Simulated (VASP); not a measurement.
# KBr (Fm-3m) in VASP: notebook

Runs on KBr. Level: PBE. Tasks: single point.

Program: VASP 6.6.1. These are calculated values, not measurements. Logs are shortened: lines on timing, memory, paths and dates and some standing lists are left out, and cuts for length are marked.

## (1) The cell of the first run

It takes space group Fm-3m (No. 225, cubic). Conventional cell: a = 6.607 Å, b = 6.607 Å, c = 6.607 Å, α = 90.00°, β = 90.00°, γ = 90.00°. Within 4.3 Å of K (site symmetry m-3m) lie 6 Br at 3.30 Å. Within 4.3 Å of Br (site symmetry m-3m) lie 6 K at 3.30 Å.

## (2) Single point, PBE

INCAR

```
SYSTEM = KBr
PREC = Accurate
ENCUT = 520
EDIFF = 1E-7
ISMEAR = 0
SIGMA = 0.05
LREAL = .False.
LASPH = .True.
NELM = 100
ALGO = Normal
ISIF = 2
LWAVE = .False.
LCHARG = .False.
GGA = PE
NBANDS = 15
```

KPOINTS

```
Automatic mesh
0
Gamma
  10 10 10
  0 0 0
```

POSCAR

```
KBr
1.0
    0.0000000000      3.3034386186      3.3034386186
    3.3034386186      0.0000000000      3.3034386186
    3.3034386186      3.3034386186      0.0000000000
K Br
1 1
Direct
    0.0000000000      0.0000000000      0.0000000000
    0.5000000000      0.5000000000      0.5000000000
```

Potentials or basis: VASP PAW PBE potentials, release 64 (K_sv, Br).

The run is started by

```
> cat potpaw_PBE.64/K_sv/POTCAR potpaw_PBE.64/Br/POTCAR > POTCAR
> mpirun -np 1 vasp_std > vasp.out
```

OUTCAR:

```text
SYSTEM = KBr
   PREC = Accurate
   ENCUT = 520
   EDIFF = 1E-7
   ISMEAR = 0
   LREAL = .False.
   LASPH = .True.
   NELM = 100
   ISIF = 2
   GGA = PE

 ion  position               nearest neighbor table
   1  0.000  0.000  0.000-
   2  0.500  0.500  0.500-

  LATTYP: Found a face centered cubic cell.
 ALAT       =     6.6068772372

  Lattice vectors:

 A1 = (   0.0000000000,   3.3034386186,   3.3034386186)
 A2 = (   3.3034386186,   0.0000000000,   3.3034386186)
 A3 = (   3.3034386186,   3.3034386186,   0.0000000000)

Analysis of symmetry for initial positions (statically):
=====================================================================
 Subroutine PRICEL returns:
 Original cell was already a primitive cell.

 Routine SETGRP: Setting up the symmetry group for a
 face centered cubic supercell.

 Subroutine GETGRP returns: Found 48 space group operations
 (whereof 48 operations were pure point group operations)
 out of a pool of 48 trial point group operations.

The static configuration has the point symmetry O_h .

Analysis of symmetry for dynamics (positions and initial velocities):
=====================================================================
 Subroutine PRICEL returns:
 Original cell was already a primitive cell.

 Routine SETGRP: Setting up the symmetry group for a
 face centered cubic supercell.

 Subroutine GETGRP returns: Found 48 space group operations
 (whereof 48 operations were pure point group operations)
 out of a pool of 48 trial point group operations.

The dynamic configuration has the point symmetry O_h .

 Subroutine INISYM returns: Found 48 space group operations
 (whereof 48 operations are pure point group operations),
 and found     1 'primitive' translations

----------------------------------------------------------------------------------------

                                     Primitive cell

  volume of cell :      72.0989

  direct lattice vectors                    reciprocal lattice vectors
     0.000000000  3.303438619  3.303438619    -0.151357436  0.151357436  0.151357436
     3.303438619  0.000000000  3.303438619     0.151357436 -0.151357436  0.151357436
     3.303438619  3.303438619  0.000000000     0.151357436  0.151357436 -0.151357436

  length of vectors
[... 87 lines left out ...]
   NFREE  =      0    steps in history (QN), initial steepest desc. (CG)
   ISIF   =      2    stress and relaxation
   ISYM   =      2    0-nonsym 1-usesym 2-fastsym
   POTIM  = 0.5000    time-step for ionic-motion
   TEBEG  =    0.0;   TEEND  =   0.0 temperature during run
   PSTRESS=    0.0 pullay stress
   NELECT =      16.0000    total number of electrons
   NUPDOWN=      -1.0000    fix difference up-down
   EMIN   =  10.00;   EMAX   =-10.00  energy-range for DOS
   EFERMI =   0.00;   METHOD = LEGACY
   ISMEAR =     0;   SIGMA  =   0.05  broadening in eV -4-tet -1-fermi 0-gaus
   EFERMI_NEDOS =   21; number of points for ismear=-14 and -15
   IALGO  =     38    algorithm
   IMIX   =      4    mixing-type and parameters
     AMIX     =   0.40;   BMIX     =  1.00
     AMIX_MAG =   1.60;   BMIX_MAG =  1.00
  volume/ion in A,a.u.               =      36.05       243.27
  Fermi-wavevector in a.u.,A,eV,Ry     =   0.991148  1.872998 13.366019  0.982375
  Thomas-Fermi vector in A             =   2.122869
   LORBIT       =      0    0 simple, 1 ext, 2 COOP (PROOUT), +10 PAW based schemes
   GGA     = PE    functional components
   LHFCALC =     F    Hartree Fock is set to
   AEXX    =    0.0000 exact exchange contribution
   IVDW    =     0    specifies the selected vdW correction
   LEPSILON=     F    determine dielectric tensor
   LRPA    =     F    only Hartree local field effects (RPA)
 non-spin polarized calculation
 Gauss-broadening in eV      SIGMA  =   0.05
  energy-cutoff  :      520.00
  volume of cell :       72.10
 maximum number of plane-waves:      1964
   NGX = 17   NGY = 17   NGZ = 17

 number of electron      15.9999997 magnetization

 Free energy of the ion-electron system (eV)
  ---------------------------------------------------
  ext. energy  EPLUGINS =         0.00000000
  ---------------------------------------------------
  free energy    TOTEN  =        -6.21612539 eV

  energy without entropy =       -6.21612539  energy(sigma->0) =       -6.21612539

 E-fermi :  -1.4370     XC(G=0):  -7.3581

 val. band max:       -1.7530149890   @ k =   0.0000   0.0000   0.0000
 cond. band min:       2.6725362722   @ k =   0.0000   0.0000   0.0000
 fundamental gap:      4.4255512612
 Fermi energy:        -1.4370193493

 k-point     1 :       0.0000    0.0000    0.0000
  band No.  band energies     occupation
      1     -29.5408      2.00000
      2     -14.0414      2.00000
      3     -13.0178      2.00000
      4     -13.0178      2.00000
      5     -13.0178      2.00000
      6      -1.7530      2.00000
      7      -1.7530      2.00000
      8      -1.7530      2.00000
      9       2.6725      0.00000
     10       5.8505      0.00000
     11       5.8505      0.00000
     12       5.8505      0.00000
     13       6.6717      0.00000
     14       6.6717      0.00000
[... 401 lines left out ...]
      2     -14.0499      2.00000
      3     -13.0496      2.00000
      4     -13.0442      2.00000
      5     -12.9716      2.00000
      6      -2.5814      2.00000
      7      -2.0441      2.00000
      8      -2.0030      2.00000
      9       4.4861      0.00000
     10       5.0378      0.00000
     11       7.4712      0.00000
     12       7.6455      0.00000
     13       8.2377      0.00000
     14       8.3565      0.00000
     15       8.9881      0.00000

 [... further k-points ...]

------------------------ aborting loop because EDIFF is reached ----------------------------------------

  FORCE on cell =-STRESS in cart. coord.  units (eV):
  Direction    XX          YY          ZZ          XY          YZ          ZX
  --------------------------------------------------------------------------------------
  -------------------------------------------------------------------------------------
  Total        0.3160282      0.3160282      0.3160282      0.0000000     -0.0000000      0.0000000
  in kB        7.0227574      7.0227574      7.0227574      0.0000000     -0.0000000      0.0000000
  external PRESSURE =       7.0227574 kB  Pullay stress =       0.0000000 kB

 VOLUME and BASIS-vectors are now :
 -----------------------------------------------------------------------------
  energy-cutoff  :      520.00
  volume of cell :       72.10
      direct lattice vectors                 reciprocal lattice vectors
     0.000000000  3.303438619  3.303438619    -0.151357436  0.151357436  0.151357436
     3.303438619  0.000000000  3.303438619     0.151357436 -0.151357436  0.151357436
     3.303438619  3.303438619  0.000000000     0.151357436  0.151357436 -0.151357436

 POSITION                                       TOTAL-FORCE (eV/Angst)
 -----------------------------------------------------------------------------------
      0.00000      0.00000      0.00000         0.000000      0.000000     -0.000000
      3.30344      3.30344      3.30344         0.000000     -0.000000      0.000000
 -----------------------------------------------------------------------------------
    total drift:                                0.000000      0.000000      0.000000

  FREE ENERGIE OF THE ION-ELECTRON SYSTEM (eV)
  ---------------------------------------------------
  free  energy   TOTEN  =        -6.2161253862 eV

  energy  without entropy=       -6.2161253862  energy(sigma->0) =       -6.21612539
```

stdout:

```text
POSCAR found type information on POSCAR K Br
 POSCAR found :  2 types and       2 ions
 scaLAPACK will be used
 LDA part: xc-table for (Slater+PW92), standard interpolation
 POSCAR, INCAR and KPOINTS ok, starting setup
 FFT: planning ... GRIDC
 FFT: planning ... GRID_SOFT
 FFT: planning ... GRID
 WAVECAR not read
 entering main loop
```

Wall time 76 s (1 thread of Intel Xeon 8259CL, shared host); peak memory 0.23 GiB.

Results:

| Quantity | Value |
| --- | --- |
| Free energy | -6.2161 eV |
| Pressure | 0.7 GPa |
| Band gap on the k mesh | 4.43 eV |

Levels at points of the mesh, in eV from the valence-band top:
| k point | band 6 | band 7 | band 8 | band 9 | band 10 | band 11 |
| --- | --- | --- | --- | --- | --- | --- |
| (0.00, 0.00, 0.00) | 0.00 | 0.00 | 0.00 | 4.43 | 7.60 | 7.60 |
| (0.50, 0.00, 0.00) | -1.17 | -0.33 | -0.33 | 6.58 | 8.22 | 9.75 |
| (0.50, 0.50, 0.00) | -0.81 | -0.28 | -0.28 | 5.87 | 7.19 | 9.36 |

## (3) Single point, PBE (36.21 Å³/atom)

This run uses another cell than the first one, of 36.21 Å³/atom.

INCAR

```
PREC = Accurate
ENCUT = 520
EDIFF = 1E-6
ISMEAR = 0
SIGMA = 0.05
LREAL = F
LASPH = T
NELM = 60
ALGO = Normal
ISIF = 2
LWAVE = F
LCHARG = F
GGA = PE
NBANDS = 15
```

KPOINTS

```
Automatic mesh
0
Gamma
  10 10 10
```

POSCAR

```
KBr
1.0
    0.0000000000      3.3083177322      3.3083177322
    3.3083177322      0.0000000000      3.3083177322
    3.3083177322      3.3083177322      0.0000000000
K Br
1 1
Direct
    0.0000000000      0.0000000000      0.0000000000
    0.5000000000      0.5000000000      0.5000000000
```

Potentials or basis: VASP PAW PBE potentials, release 64 (K_sv, Br).

The run is started by

```
> cat potpaw_PBE.64/K_sv/POTCAR potpaw_PBE.64/Br/POTCAR > POTCAR
> mpirun -np 1 vasp_std > vasp.out
```

OUTCAR:

```text
PREC = Accurate
   ENCUT = 520
   EDIFF = 1E-6
   ISMEAR = 0
   LREAL = F
   LASPH = T
   NELM = 60
   ISIF = 2
   GGA = PE

 ion  position               nearest neighbor table
   1  0.000  0.000  0.000-
   2  0.500  0.500  0.500-

  LATTYP: Found a face centered cubic cell.
 ALAT       =     6.6166354644

  Lattice vectors:

 A1 = (   0.0000000000,   3.3083177322,   3.3083177322)
 A2 = (   3.3083177322,   0.0000000000,   3.3083177322)
 A3 = (   3.3083177322,   3.3083177322,   0.0000000000)

Analysis of symmetry for initial positions (statically):
=====================================================================
 Subroutine PRICEL returns:
 Original cell was already a primitive cell.

 Routine SETGRP: Setting up the symmetry group for a
 face centered cubic supercell.

 Subroutine GETGRP returns: Found 48 space group operations
 (whereof 48 operations were pure point group operations)
 out of a pool of 48 trial point group operations.

The static configuration has the point symmetry O_h .

[... 170 lines left out ...]
      2     -14.0535      2.00000
      3     -13.0444      2.00000
      4     -13.0444      2.00000
      5     -13.0444      2.00000
      6      -1.7705      2.00000
      7      -1.7705      2.00000
      8      -1.7705      2.00000
      9       2.6433      0.00000
     10       5.8320      0.00000
     11       5.8320      0.00000
     12       5.8320      0.00000
     13       6.6505      0.00000
     14       6.6505      0.00000
[... 401 lines left out ...]
      2     -14.0623      2.00000
      3     -13.0756      2.00000
      4     -13.0703      2.00000
      5     -12.9982      2.00000
      6      -2.5931      2.00000
      7      -2.0596      2.00000
      8      -2.0188      2.00000
      9       4.4716      0.00000
     10       5.0034      0.00000
     11       7.4466      0.00000
     12       7.6087      0.00000
     13       8.2057      0.00000
     14       8.3254      0.00000
     15       8.9493      0.00000

 [... further k-points ...]

------------------------ aborting loop because EDIFF is reached ----------------------------------------

  FORCE on cell =-STRESS in cart. coord.  units (eV):
  Direction    XX          YY          ZZ          XY          YZ          ZX
  --------------------------------------------------------------------------------------
  -------------------------------------------------------------------------------------
  Total        0.2846956      0.2846956      0.2846956      0.0000000     -0.0000000      0.0000000
  in kB        6.2985378      6.2985378      6.2985378      0.0000000     -0.0000000      0.0000000
  external PRESSURE =       6.2985378 kB  Pullay stress =       0.0000000 kB

 VOLUME and BASIS-vectors are now :
 -----------------------------------------------------------------------------
  energy-cutoff  :      520.00
  volume of cell :       72.42
      direct lattice vectors                 reciprocal lattice vectors
     0.000000000  3.308317732  3.308317732    -0.151134214  0.151134214  0.151134214
     3.308317732  0.000000000  3.308317732     0.151134214 -0.151134214  0.151134214
     3.308317732  3.308317732  0.000000000     0.151134214  0.151134214 -0.151134214

 POSITION                                       TOTAL-FORCE (eV/Angst)
 -----------------------------------------------------------------------------------
      0.00000      0.00000      0.00000         0.000000      0.000000      0.000000
      3.30832      3.30832      3.30832        -0.000000     -0.000000     -0.000000
 -----------------------------------------------------------------------------------
    total drift:                                0.000000      0.000000      0.000000

  FREE ENERGIE OF THE ION-ELECTRON SYSTEM (eV)
  ---------------------------------------------------
  free  energy   TOTEN  =        -6.2174822682 eV

  energy  without entropy=       -6.2174822682  energy(sigma->0) =       -6.21748227
```

Wall time 76 s (1 thread of Intel Xeon 8259CL, shared host); peak memory 0.23 GiB.

What came out:

| Property | Result |
| --- | --- |
| Free energy | -6.2175 eV |
| Pressure | 0.6 GPa |
| Band gap on the k mesh | 4.41 eV |

## (4) Single point, PBE (36.18 Å³/atom)

This run uses another cell than the first one, of 36.18 Å³/atom.

INCAR

```
SYSTEM = KBr
PREC = Accurate
ENCUT = 520
EDIFF = 1E-6
ISMEAR = 0
SIGMA = 0.05
LREAL = .FALSE.
LASPH = .TRUE.
NELM = 80
ALGO = Normal
ISIF = 2
LWAVE = .FALSE.
LCHARG = .FALSE.
GGA = PE
NBANDS = 15
```

KPOINTS

```
Automatic mesh
0
G
  10 10 10
  0 0 0
```

POSCAR

```
KBr
1.0
    0.0000000000      3.3073613915      3.3073613915
    3.3073613915      0.0000000000      3.3073613915
    3.3073613915      3.3073613915      0.0000000000
K Br
1 1
Direct
    0.0000000000      0.0000000000      0.0000000000
    0.5000000000      0.5000000000      0.5000000000
```

The run is started by

```
> cat potpaw_PBE.64/K_sv/POTCAR potpaw_PBE.64/Br/POTCAR > POTCAR
> mpirun -np 1 vasp_std > vasp.out
```

It took 72 s on 1 thread of Intel Xeon 8259CL, shared host; peak memory 0.23 GiB.

Results (log left out):

* Free energy: -6.2172 eV
* Pressure: 0.6 GPa
* Band gap on the k mesh: 4.42 eV

Levels at points of the mesh, in eV from the valence-band top:
```csv
k point,band 5,band 6,band 7,band 8,band 9,band 10,band 11,band 12
"(0.00, 0.00, 0.00)",-11.27,0.00,0.00,0.00,4.42,7.60,7.60,7.60
"(0.50, 0.00, 0.00)",-11.03,-1.17,-0.33,-0.33,6.58,8.21,9.75,9.75
"(0.50, 0.50, 0.00)",-11.31,-0.81,-0.28,-0.28,5.87,7.17,9.36,9.47
```

A k mesh can miss the band edges.

## (5) Single point, PBE (36.93 Å³/atom)

This run uses another cell than the first one, of 36.93 Å³/atom.

INCAR

```
  PREC = Accurate
  ENCUT = 520
  EDIFF = 1E-6
  ISMEAR = 0
  SIGMA = 0.05
  LREAL = F
  LASPH = T
  NELM = 100
  ALGO = Normal
  ISIF = 2
  LWAVE = F
  LCHARG = F
  GGA = PE
  NBANDS = 15
```

KPOINTS

```
regular mesh
0
Gamma
  10 10 10
```

POSCAR

```
KBr
1.0
    0.0000000000      3.3301715012      3.3301715012
    3.3301715012      0.0000000000      3.3301715012
    3.3301715012      3.3301715012      0.0000000000
K Br
1 1
Direct
    0.0000000000      0.0000000000      0.0000000000
    0.5000000000      0.5000000000      0.5000000000
```

The run is started by

```
> cat potpaw_PBE.64/K_sv/POTCAR potpaw_PBE.64/Br/POTCAR > POTCAR
> mpirun -np 1 vasp_std > vasp.out
```

Run time: 64 s. Hardware: 1 thread of Intel Xeon 8259CL, shared host; peak memory 0.24 GiB.

The run converged. Its results:

| Item | Value |
| --- | --- |
| Free energy | -6.2219 eV |
| Pressure | 0.3 GPa |
| Band gap on the k mesh | 4.36 eV |

Levels at points of the mesh, in eV from the valence-band top:
| k point | band 4 | band 5 | band 6 | band 7 | band 8 | band 9 | band 10 | band 11 | band 12 | band 13 |
| --- | --- | --- | --- | --- | --- | --- | --- | --- | --- | --- |
| (0.00, 0.00, 0.00) | -11.32 | -11.32 | 0.00 | 0.00 | 0.00 | 4.36 | 7.60 | 7.60 | 7.60 | 8.40 |
| (0.50, 0.00, 0.00) | -11.32 | -11.08 | -1.13 | -0.31 | -0.31 | 6.53 | 8.13 | 9.69 | 9.69 | 9.99 |
| (0.50, 0.50, 0.00) | -11.35 | -11.35 | -0.78 | -0.28 | -0.28 | 5.89 | 7.10 | 9.32 | 9.36 | 9.57 |

## (6) Single point, PBE (37.69 Å³/atom)

This run uses another cell than the first one, of 37.69 Å³/atom.

INCAR

```
SYSTEM = KBr
PREC = Accurate
ENCUT = 520
EDIFF = 1E-7
ISMEAR = 0
SIGMA = 0.05
LREAL = .FALSE.
LASPH = .TRUE.
NELM = 80
ALGO = Normal
ISIF = 2
LWAVE = .FALSE.
LCHARG = .TRUE.
GGA = PE
LELF = .TRUE.
LVHAR = .TRUE.
NBANDS = 15
```

KPOINTS

```
regular mesh
0
G
  10 10 10
  0 0 0
```

POSCAR

```
KBr
1.0
    0.0000000000      3.3526733426      3.3526733426
    3.3526733426      0.0000000000      3.3526733426
    3.3526733426      3.3526733426      0.0000000000
K Br
1 1
Direct
    0.0000000000      0.0000000000      0.0000000000
    0.5000000000      0.5000000000      0.5000000000
```

Potentials or basis: VASP PAW PBE potentials, release 64 (K_sv, Br).

The run is started by

```
> cat potpaw_PBE.64/K_sv/POTCAR potpaw_PBE.64/Br/POTCAR > POTCAR
> mpirun -np 1 vasp_std > vasp.out
```

It took 74 s on 1 thread of Intel Xeon 8259CL, shared host; peak memory 0.24 GiB.

It converged, with:

```yaml
Free_energy: -6.2236 eV
Pressure: 0.0 GPa
Band_gap_on_the_k_mesh: 4.31 eV
```

Levels at points of the mesh, in eV from the valence-band top:
```tsv
k point	band 4	band 5	band 6	band 7	band 8	band 9	band 10	band 11	band 12	band 13
(0.00, 0.00, 0.00)	-11.36	-11.36	0.00	0.00	0.00	4.31	7.59	7.59	7.59	8.38
(0.50, 0.00, 0.00)	-11.36	-11.13	-1.09	-0.30	-0.30	6.49	8.05	9.63	9.63	9.92
(0.50, 0.50, 0.00)	-11.39	-11.39	-0.76	-0.27	-0.27	5.91	7.03	9.25	9.28	9.50
```

A k mesh can miss the band edges.

## (7) Summary

```csv
cell,gap on the mesh (eV),pressure (GPa)
"a = 4.672 Å, angles 60.0°, 2 atoms",4.43,0.7
"a = 4.679 Å, angles 60.0°, 2 atoms",4.41,0.6
"a = 4.677 Å, angles 60.0°, 2 atoms",4.42,0.6
"a = 4.710 Å, angles 60.0°, 2 atoms",4.36,0.3
"a = 4.741 Å, angles 60.0°, 2 atoms",4.31,0.0
```

Alike in all rows: task single point; level PBE; potentials or basis VASP PAW PBE potentials, release 64 (K_sv, Br); no spin polarisation; k mesh 10 × 10 × 10; cutoff (eV) 520; smearing gaussian 0.05 eV.

Total energies depend on the potentials used, so only differences within one code and one set of settings carry meaning.
